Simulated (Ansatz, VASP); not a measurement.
**Two plane-wave programs on Rb2BrCl**

```
Cl Br Rb
1.0
     2.36629    1.36618    7.74154
    -2.36629    1.36618    7.74154
     0.00000   -2.73236    7.74154
Cl Br Rb
1 1 2
Direct
  0.00000 0.00000 0.00000
  0.50000 0.50000 0.50000
  0.25399 0.25399 0.25399
  0.74601 0.74601 0.74601
```

Alike in both runs: task single point; functional r2SCAN; k mesh 6 × 6 × 6; no spin polarisation.

|  | VASP | Ansatz |
| --- | --- | --- |
| version | VASP 6.6.1 | Ansatz 0.2.0 |
| potentials or method | VASP PAW PBE potentials, release 64 (Cl, Br, Rb_sv) | plane waves, PAW |
| plane-wave cutoff (eV) | 520 | 500 |
| occupations | gaussian, width 0.01 eV | fixed |
| valence electrons in the cell | 32 | 32 |

|  | VASP | Ansatz | Ansatz less VASP |
| --- | --- | --- | --- |
| gap on the k mesh at the Fermi level (eV) | 5.12 | 5.12 | -0.001 |
| pressure (GPa) | 0.5 | 0.5 | -0.01 |

VASP's potentials were made for PBE, not for r2SCAN.
